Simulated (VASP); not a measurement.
**KCl: single point with HSE06**

KCl:

```
CELL_PARAMETERS angstrom
0.00000 3.10962 3.10962
3.10962 0.00000 3.10962
3.10962 3.10962 0.00000
ATOMIC_POSITIONS crystal
K 0.00000 0.00000 0.00000
Cl 0.50000 0.50000 0.50000
```

This cell differs from its parent crystal: strain -1.1%.

| Quantity | Value |
| --- | --- |
| Program | VASP 6.6.1 |
| Task | single point |
| Functional | HSE06 |
| Potentials or basis | VASP PAW PBE potentials, release 64 (K_sv, Cl) |
| Cutoff | 520 eV |
| k mesh | 6 × 6 × 6 |
| Occupations | gaussian, width 0.01 eV |
| Spin | no spin polarisation |

| Quantity | Value |
| --- | --- |
| Pressure | 1.2 GPa |
| Band gap on the k mesh | 6.63 eV |

Levels at points of the mesh, in eV from the valence-band top:
| k point | band 5 | band 6 | band 7 | band 8 | band 9 | band 10 | band 11 | band 12 |
| --- | --- | --- | --- | --- | --- | --- | --- | --- |
| (0.00, 0.00, 0.00) | -11.29 | 0.00 | 0.00 | 0.00 | 6.63 | 9.94 | 9.94 | 9.94 |
| (0.50, 0.00, 0.00) | -11.04 | -1.17 | -0.37 | -0.37 | 9.01 | 10.26 | 12.44 | 12.44 |
| (0.50, 0.50, 0.00) | -11.35 | -0.73 | -0.25 | -0.25 | 7.87 | 9.99 | 11.72 | 12.10 |

It took 74 min on 1 thread of Intel(R) Xeon(R) Platinum 8259CL CPU @ 2.50GHz (Skylake/Cascade Lake), with other jobs on the host, peak memory 0.34 GiB.

Caveat: the cell differs from its parent crystal (strain -1.1%); the PAW data sets were made with another functional, which shifts forces and pressure a little.
